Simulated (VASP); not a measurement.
# Al (P6/mmm) in VASP: notebook

Al is run at these levels: PBE; tasks: single point.

All numbers are computed with VASP 6.6.1; they aren't measurements. Logs are shortened: lines on timing, memory, paths and dates and some standing lists are left out, and cuts for length are marked.

## 1. The cell of the first run

The structure is hexagonal, space group P6/mmm (No. 191). The conventional cell has a = 4.584 Å, b = 4.584 Å, c = 2.836 Å, α = 90.00°, β = 90.00°, γ = 120.00°. Al (site symmetry 6/mmm) has 14 Al at 2.84 to 3.00 Å within 3.7 Å. Al (site symmetry -6m2) has 11 Al at 2.65 to 3.00 Å within 3.5 Å.

This isn't the form of Al at room conditions, which is fcc.

## 2. Single point, PBE

File INCAR:

```
PREC     = Accurate       # precision mode
ENCUT    = 500            # plane-wave cutoff, eV
EDIFF    = 1E-6           # SCF threshold, eV
ISMEAR   = -1             # smearing method
SIGMA    = 0.1            # smearing width, eV
LREAL    = F              # projectors in reciprocal space
LASPH    = T              # aspherical terms in the spheres
NELM     = 120            # most SCF steps
ALGO     = Normal         # electronic algorithm
ISIF     = 2              # what is computed and relaxed
LWAVE    = F              # write WAVECAR
LCHARG   = T              # write CHGCAR
GGA      = PE             # functional
LELF     = T              # ELF
LVHAR    = T            
NBANDS   = 12             # bands
GGA_COMPAT= F
```

File KPOINTS:

```
Automatic mesh
0
Gamma
  8 8 11
```

File POSCAR:

```
Al
1.0
    4.5838689354      0.0000000000      0.0000000000
   -2.2919344677      3.9697469457      0.0000000000
    0.0000000000      0.0000000000      2.8361442988
Al
3
Direct
    1.0000000000      0.0000000000      0.0000000000
    0.3333333333      0.6666666667      0.5000000000
    0.6666666667      0.3333333333      0.5000000000
```

Potentials or basis: VASP PAW PBE potentials, release 64 (Al).

Command:

```
$ cat potpaw_PBE.64/Al/POTCAR > POTCAR
$ mpirun -np 1 vasp_std > vasp.out
```

OUTCAR:

```text
PREC = Accurate
   ENCUT = 500
   EDIFF = 1E-6
   ISMEAR = -1
   LREAL = F
   LASPH = T
   NELM = 120
   ISIF = 2
   GGA = PE

 ion  position               nearest neighbor table
   1  0.000  0.000  0.000-   2 3.00   3 3.00   2 3.00   3 3.00   3 3.00   3 3.00   2 3.00   2 3.00
                             3 3.00   3 3.00   2 3.00   2 3.00
   2  0.333  0.667  0.500-   3 2.65   3 2.65   3 2.65   1 3.00   1 3.00   1 3.00   1 3.00   1 3.00
                             1 3.00
   3  0.667  0.333  0.500-   2 2.65   2 2.65   2 2.65   1 3.00   1 3.00   1 3.00   1 3.00   1 3.00
                             1 3.00

  LATTYP: Found a hexagonal cell.
 ALAT       =     4.5838689354
 C/A-ratio  =     0.6187228166

  Lattice vectors:

 A1 = (   4.5838689354,   0.0000000000,   0.0000000000)
 A2 = (  -2.2919344677,   3.9697469457,   0.0000000000)
 A3 = (   0.0000000000,   0.0000000000,   2.8361442988)

Analysis of symmetry for initial positions (statically):
=====================================================================
 Subroutine PRICEL returns:
 Original cell was already a primitive cell.

 Routine SETGRP: Setting up the symmetry group for a
 hexagonal supercell.

 Subroutine GETGRP returns: Found 24 space group operations
 (whereof 24 operations were pure point group operations)
 out of a pool of 24 trial point group operations.

The static configuration has the point symmetry D_6h.

Analysis of symmetry for dynamics (positions and initial velocities):
=====================================================================
 Subroutine PRICEL returns:
 Original cell was already a primitive cell.

 Routine SETGRP: Setting up the symmetry group for a
 hexagonal supercell.

 Subroutine GETGRP returns: Found 24 space group operations
 (whereof 24 operations were pure point group operations)
 out of a pool of 24 trial point group operations.

The dynamic configuration has the point symmetry D_6h.

 Subroutine INISYM returns: Found 24 space group operations
 (whereof 24 operations are pure point group operations),
 and found     1 'primitive' translations

----------------------------------------------------------------------------------------

                                     Primitive cell

  volume of cell :      51.6087

  direct lattice vectors                    reciprocal lattice vectors
     4.583868935  0.000000000  0.000000000     0.218156325  0.125952613  0.000000000
    -2.291934468  3.969746946  0.000000000     0.000000000  0.251905226  0.000000000
     0.000000000  0.000000000  2.836144299     0.000000000  0.000000000  0.352591369

  length of vectors
     4.583868935  4.583868935  2.836144299     0.251905226  0.251905226  0.352591369

  position of ions in fractional coordinates (direct lattice)
     0.000000000  0.000000000  0.000000000
     0.333333333  0.666666667  0.500000000
     0.666666667  0.333333333  0.500000000

  ion indices of the primitive-cell ions
   primitive index   ion index
                 1           1
                 2           2
                 3           3

----------------------------------------------------------------------------------------

 KPOINTS: Automatic mesh

Automatic generation of k-mesh.
 Grid dimensions read from file:
 generate k-points for:    8    8   11

 Generating k-lattice:

  Cartesian coordinates                     Fractional coordinates (reciprocal lattice)
     0.027269541  0.015744077  0.000000000     0.125000000 -0.000000000  0.000000000
     0.000000000  0.031488153  0.000000000     0.000000000  0.125000000  0.000000000
     0.000000000  0.000000000  0.032053761     0.000000000  0.000000000  0.090909091

  Length of vectors
     0.031488153  0.031488153  0.032053761

  Shift w.r.t. Gamma in fractional coordinates (k-lattice)
     0.000000000  0.000000000  0.000000000

 Subroutine IBZKPT returns following result:
 ===========================================

 Found     60 irreducible k-points:

 Following reciprocal coordinates:
            Coordinates               Weight
  0.000000  0.000000  0.000000      1.000000
  0.125000  0.000000  0.000000      6.000000
  0.250000  0.000000  0.000000      6.000000
  0.375000  0.000000  0.000000      6.000000
  0.500000  0.000000  0.000000      3.000000
  0.125000  0.125000  0.000000      6.000000
[... 16 lines left out ...]
  0.250000  0.000000  0.181818     12.000000
  0.375000  0.000000  0.181818     12.000000
 [... further k-points ...]
   k-points           NKPTS =     60   k-points in BZ     NKDIM =     60   number of bands    NBANDS=     12
   number of dos      NEDOS =    301   number of ions     NIONS =      3
   total plane-waves  NPLWV =  31104
   dimension x,y,z NGX =    36 NGY =   36 NGZ =   24
   dimension x,y,z NGXF=    72 NGYF=   72 NGZF=   48
   ions per type =               3
   NGX,Y,Z   is equivalent  to a cutoff of  13.06, 13.06, 14.07 a.u.
   NGXF,Y,Z  is equivalent  to a cutoff of  26.11, 26.11, 28.14 a.u.
 SYSTEM =  unknown system
[... 77 lines left out ...]
     12      21.2886      0.00000

 k-point     2 :       0.1250    0.0000    0.0000
  band No.  band energies     occupation
      1      -3.1389      2.00000
      2       3.7268      2.00000
      3       4.6376      2.00000
      4       5.0804      2.00000
      5       6.8242      1.99882
      6       7.4177      1.63446
      7       8.2459      0.00226
      8      13.8967      0.00000
      9      14.8595      0.00000
     10      19.4261      0.00000
     11      19.4673      0.00000
     12      19.9480      0.00000

 k-point     3 :       0.2500    0.0000    0.0000
  band No.  band energies     occupation
      1      -2.6994      2.00000
      2       1.9065      2.00000
      3       3.9560      2.00000
      4       4.3854      2.00000
      5       8.3251      0.00102
      6       8.9033      0.00000
      7      10.7793      0.00000
      8      14.2735      0.00000
      9      15.0964      0.00000
     10      16.9037      0.00000
     11      17.3284      0.00000
     12      18.3112      0.00000

 k-point     4 :       0.3750    0.0000    0.0000
  band No.  band energies     occupation
      1      -1.9699      2.00000
      2       0.3405      2.00000
      3       3.5471      2.00000
      4       3.9575      2.00000
      5      10.0953      0.00000
      6      10.6262      0.00000
      7      13.4728      0.00000
      8      14.4234      0.00000
      9      14.4694      0.00000
     10      14.9022      0.00000
     11      16.2064      0.00000
     12      16.9214      0.00000

 k-point     5 :       0.5000    0.0000    0.0000
  band No.  band energies     occupation
      1      -0.9696      2.00000
      2      -0.9395      2.00000
      3       3.4108      2.00000
      4       3.8138      2.00000
      5      11.9982      0.00000
      6      12.2737      0.00000
      7      12.4692      0.00000
      8      12.6086      0.00000
      9      15.7561      0.00000
     10      15.7751      0.00000
     11      15.8135      0.00000
     12      15.9198      0.00000
[... 228 lines left out ...]
      1      -2.6803      2.00000
      2       6.0950      2.00000
      3       6.0950      2.00000
      4       6.2125      2.00000
      5       6.2125      2.00000
      6       6.8569      1.99836
      7       7.0167      1.99192
      8       8.7311      0.00002
      9      17.1202      0.00000
     10      17.1276      0.00000
     11      17.1346      0.00000
     12      17.1919      0.00000

 k-point    22 :       0.1250    0.0000    0.1818
  band No.  band energies     occupation
      1      -2.5341      2.00000
      2       4.3006      2.00000
      3       5.1974      2.00000
      4       5.6561      2.00000
      5       7.3822      1.72894
      6       7.9143      0.06044
      7       8.6274      0.00005
      8       9.0344      0.00000
      9      15.3443      0.00000
     10      16.1849      0.00000
     11      16.5499      0.00000
     12      18.2743      0.00000

 k-point    23 :       0.2500    0.0000    0.1818
  band No.  band energies     occupation
      1      -2.0964      2.00000
      2       2.4903      2.00000
      3       4.5164      2.00000
      4       4.9724      2.00000
      5       8.8775      0.00000
      6       9.0275      0.00000
      7       9.5680      0.00000
      8      11.2446      0.00000
      9      13.7774      0.00000
     10      15.4383      0.00000
     11      15.8302      0.00000
     12      17.7526      0.00000

 k-point    24 :       0.3750    0.0000    0.1818
  band No.  band energies     occupation
      1      -1.3698      2.00000
      2       0.9313      2.00000
      3       4.1076      2.00000
      4       4.5502      2.00000
      5       9.7920      0.00000
      6      10.6320      0.00000
      7      10.9923      0.00000
      8      12.0813      0.00000
      9      14.2053      0.00000
     10      14.5636      0.00000
     11      14.9954      0.00000
     12      15.7312      0.00000

 [... further k-points ...]

------------------------ aborting loop because EDIFF is reached ----------------------------------------

  FORCE on cell =-STRESS in cart. coord.  units (eV):
  Direction    XX          YY          ZZ          XY          YZ          ZX
  --------------------------------------------------------------------------------------
  -------------------------------------------------------------------------------------
  Total       -0.0017780     -0.0017780      0.0059859      0.0000000      0.0000000      0.0000000
  in kB       -0.0551971     -0.0551971      0.1858312      0.0000000      0.0000000      0.0000000
  external PRESSURE =       0.0251457 kB  Pullay stress =       0.0000000 kB

 VOLUME and BASIS-vectors are now :
 -----------------------------------------------------------------------------
  energy-cutoff  :      500.00
  volume of cell :       51.61
      direct lattice vectors                 reciprocal lattice vectors
     4.583868935  0.000000000  0.000000000     0.218156325  0.125952613  0.000000000
    -2.291934468  3.969746946  0.000000000     0.000000000  0.251905226  0.000000000
     0.000000000  0.000000000  2.836144299     0.000000000  0.000000000  0.352591369

 POSITION                                       TOTAL-FORCE (eV/Angst)
 -----------------------------------------------------------------------------------
      0.00000      0.00000      0.00000         0.000000      0.000000      0.000000
     -0.00000      2.64650      1.41807        -0.000000      0.000000      0.000000
      2.29193      1.32325      1.41807         0.000000     -0.000000      0.000000
 -----------------------------------------------------------------------------------
    total drift:                               -0.000000      0.000000     -0.000000

  FREE ENERGIE OF THE ION-ELECTRON SYSTEM (eV)
  ---------------------------------------------------
  free  energy   TOTEN  =       -10.9023654814 eV

  energy  without entropy=      -10.8528356291  energy(sigma->0) =      -10.87760056
```

Run time: 18 s. Hardware: 1 thread of Intel Xeon Platinum 8488C (Sapphire Rapids), shared host; peak memory 0.17 GiB.

What came out:

- Free energy: -10.9024 eV
- Pressure: 0.0 GPa
- Band gap on the k mesh: zero (an odd number of electrons rules out a gap without spin polarisation)

Levels at points of the mesh, in eV from the Fermi level:
```tsv
k point	band 1	band 2	band 3	band 4	band 5	band 6	band 7	band 8	band 9
(0.00, 0.00, 0.00)	-10.85	-2.02	-2.02	-1.92	-1.92	-1.24	-1.12	6.20	7.19
(0.50, 0.00, 0.00)	-8.54	-8.51	-4.16	-3.75	4.43	4.71	4.90	5.04	8.19
```

## 3. Single point, PBE (15.14 Å³/atom)

This run uses another cell than the first one, of 15.14 Å³/atom.

File INCAR:

```
SYSTEM = Al
ALGO = Normal
EDIFF = 1E-6
ENCUT = 500
GGA = PE
GGA_COMPAT = .False.
ISIF = 2
ISMEAR = -1
LASPH = .True.
LCHARG = .False.
LREAL = .False.
LWAVE = .False.
NBANDS = 12
NELM = 120
PREC = Accurate
SIGMA = 0.1
```

File KPOINTS:

```
k-points
0
Gamma
  9 9 12
  0 0 0
```

File POSCAR:

```
Al
1.0
    4.3926481279      0.0000000000      0.0000000000
   -2.1963240639      3.8041448686      0.0000000000
    0.0000000000      0.0000000000      2.7178316221
Al
3
Direct
    1.0000000000      0.0000000000      0.0000000000
    0.3333333333      0.6666666667      0.5000000000
    0.6666666667      0.3333333333      0.5000000000
```

Potentials or basis: VASP PAW PBE potentials, release 64 (Al).

Command:

```
$ cat potpaw_PBE.64/Al/POTCAR > POTCAR
$ mpirun -np 1 vasp_std > vasp.out
```

Wall time 14 s (1 thread of Intel Xeon Platinum 8488C (Sapphire Rapids), shared host); peak memory 0.16 GiB.

The run converged. Its results:

- Free energy: -10.7030 eV
- Pressure: 11.5 GPa
- Band gap on the k mesh: zero (an odd number of electrons rules out a gap without spin polarisation)

Stress tensor (GPa, compression positive):
```
12.73  0.00  0.00
 0.00 12.73  0.00
 0.00  0.00  9.14
```

Levels at points of the mesh, in eV from the Fermi level:
```
           k point  band 2  band 3  band 4  band 5  band 6  band 7
(0.00, 0.00, 0.00)   -2.31   -2.31   -2.22   -2.22   -0.93   -0.80
(0.00, 0.00, 0.50)   -6.53    1.52    1.52    2.12    2.12    2.31
```

Caveat: the cell stands under pressure.

## 4. Single point, PBE (15.83 Å³/atom)

This run uses another cell than the first one, of 15.83 Å³/atom.

File INCAR:

```
PREC = Accurate
ENCUT = 500
EDIFF = 1E-6
ISMEAR = -1
SIGMA = 0.1
LREAL = False
LASPH = True
NELM = 120
ALGO = Normal
ISIF = 2
LWAVE = False
LCHARG = True
GGA = PE
LELF = True
LVHAR = True
NBANDS = 12
GGA_COMPAT = False
```

File KPOINTS:

```
regular mesh
0
Gamma
  9 9 12
```

File POSCAR:

```
Al
1.0
    4.4582197075      0.0000000000      0.0000000000
   -2.2291098537      3.8609315223      0.0000000000
    0.0000000000      0.0000000000      2.7584022545
Al
3
Direct
    1.0000000000      0.0000000000      0.0000000000
    0.3333333333      0.6666666667      0.5000000000
    0.6666666667      0.3333333333      0.5000000000
```

Command:

```
$ cat potpaw_PBE.64/Al/POTCAR > POTCAR
$ mpirun -np 1 vasp_std > vasp.out
```

Wall time 20 s (1 thread of Intel Xeon Platinum 8488C (Sapphire Rapids), shared host); peak memory 0.17 GiB.

It converged, with:

* Free energy: -10.8209 eV
* Pressure: 6.9 GPa
* Band gap on the k mesh: zero (an odd number of electrons rules out a gap without spin polarisation)

Stress tensor (GPa, compression positive):
```
7.87 0.00 0.00
0.00 7.87 0.00
0.00 0.00 4.97
```

Levels at points of the mesh, in eV from the Fermi level:
```
           k point  band 1  band 2  band 3  band 4  band 5  band 6  band 7  band 8
(0.00, 0.00, 0.00)  -11.40   -2.19   -2.19   -2.09   -2.09   -1.02   -0.89    6.68
(0.00, 0.00, 0.50)   -6.90   -6.32    1.47    1.47    2.17    2.17    2.23    2.72
```

Caveat: the cell stands under pressure.

## 5. Single point, PBE (16.51 Å³/atom)

This run uses another cell than the first one, of 16.51 Å³/atom.

File INCAR:

```
SYSTEM = Al
PREC = Accurate ; ENCUT = 500
EDIFF = 1E-6 ; ISMEAR = -1
SIGMA = 0.1 ; LREAL = .FALSE.
LASPH = .TRUE. ; NELM = 120
ALGO = Normal ; ISIF = 2
LWAVE = .FALSE. ; LCHARG = .TRUE.
GGA = PE ; LELF = .TRUE.
LVHAR = .TRUE. ; NBANDS = 12
GGA_COMPAT = .FALSE.
```

File KPOINTS:

```
regular mesh
0
G
  9 9 12
  0 0 0
```

File POSCAR:

```
Al
1.0
    4.5219171663      0.0000000000      0.0000000000
   -2.2609585831      3.9160951398      0.0000000000
    0.0000000000      0.0000000000      2.7978133257
Al
3
Direct
    1.0000000000      0.0000000000      0.0000000000
    0.3333333333      0.6666666667      0.5000000000
    0.6666666667      0.3333333333      0.5000000000
```

Command:

```
$ cat potpaw_PBE.64/Al/POTCAR > POTCAR
$ mpirun -np 1 vasp_std > vasp.out
```

Wall time 20 s (1 thread of Intel Xeon Platinum 8488C (Sapphire Rapids), shared host); peak memory 0.18 GiB.

It converged, with:

| Quantity | Value |
| --- | --- |
| Free energy | -10.8849 eV |
| Pressure | 3.2 GPa |
| Band gap on the k mesh | zero (an odd number of electrons rules out a gap without spin polarisation) |

Stress tensor (GPa, compression positive):
```
3.94 0.00 0.00
0.00 3.94 0.00
0.00 0.00 1.58
```

Levels at points of the mesh, in eV from the Fermi level:
```csv
k point,band 1,band 2,band 3,band 4,band 5,band 6,band 7,band 8,band 9
"(0.00, 0.00, 0.00)",-11.09,-2.07,-2.07,-1.98,-1.98,-1.10,-0.98,6.46,7.40
"(0.00, 0.00, 0.50)",-6.74,-6.12,1.43,1.43,2.16,2.21,2.21,2.68,2.68
```

Caveat: the cell stands under pressure.

## 6. Single point, PBE (17.20 Å³/atom)

File INCAR:

```
  ALGO = Normal
  EDIFF = 1E-6
  ENCUT = 500
  GGA = PE
  GGA_COMPAT = F
  ISIF = 2
  ISMEAR = -1
  LASPH = T
  LCHARG = F
  LREAL = F
  LWAVE = F
  NBANDS = 12
  NELM = 120
  PREC = Accurate
  SIGMA = 0.1
```

File KPOINTS:

```
k-points
0
Gamma
  9 9 12
```

File POSCAR:

```
Al
1.0
    4.5838689354      0.0000000000      0.0000000000
   -2.2919344677      3.9697469457      0.0000000000
    0.0000000000      0.0000000000      2.8361442988
Al
3
Direct
    1.0000000000      0.0000000000      0.0000000000
    0.3333333333      0.6666666667      0.5000000000
    0.6666666667      0.3333333333      0.5000000000
```

Potentials or basis: VASP PAW PBE potentials, release 64 (Al).

Command:

```
$ cat potpaw_PBE.64/Al/POTCAR > POTCAR
$ mpirun -np 1 vasp_std > vasp.out
```

Wall time 23 s (1 thread of Intel Xeon Platinum 8488C (Sapphire Rapids), shared host); peak memory 0.18 GiB.

It converged, with:

```
Free energy            : -10.9054 eV
Pressure               : 0.1 GPa
Band gap on the k mesh : zero (an odd number of electrons rules out a gap without spin polarisation)
```

Stress tensor (GPa, compression positive):
```
 0.76  0.00  0.00
 0.00  0.76  0.00
 0.00  0.00 -1.18
```

Levels at points of the mesh, in eV from the Fermi level:
```csv
k point,band 1,band 2,band 3,band 4,band 5,band 6,band 7,band 8,band 9
"(0.00, 0.00, 0.00)",-10.80,-1.97,-1.97,-1.87,-1.87,-1.18,-1.07,6.26,7.24
"(0.00, 0.00, 0.50)",-6.58,-5.93,1.39,1.39,2.10,2.24,2.24,2.60,2.64
```

## 7. Summary

| cell | k mesh | gap on the mesh (eV) | pressure (GPa) |
| --- | --- | --- | --- |
| a = 4.584, b = 4.584, c = 2.836 Å, angles 90.0, 90.0, 120.0°, 3 atoms | 8 × 8 × 11 | none | 0.0 |
| a = 4.393, b = 4.393, c = 2.718 Å, angles 90.0, 90.0, 120.0°, 3 atoms | 9 × 9 × 12 | none | 11.5 |
| a = 4.458, b = 4.458, c = 2.758 Å, angles 90.0, 90.0, 120.0°, 3 atoms | 9 × 9 × 12 | none | 6.9 |
| a = 4.522, b = 4.522, c = 2.798 Å, angles 90.0, 90.0, 120.0°, 3 atoms | 9 × 9 × 12 | none | 3.2 |
| a = 4.584, b = 4.584, c = 2.836 Å, angles 90.0, 90.0, 120.0°, 3 atoms | 9 × 9 × 12 | none | 0.1 |

Alike in all rows: task single point; level PBE; potentials or basis VASP PAW PBE potentials, release 64 (Al); no spin polarisation; cutoff (eV) 500; smearing fermi-dirac 0.1 eV.

Caveats: the cell stands under pressure (at least some runs).

Total energies depend on the potentials used, so only differences within one code and one set of settings carry meaning.
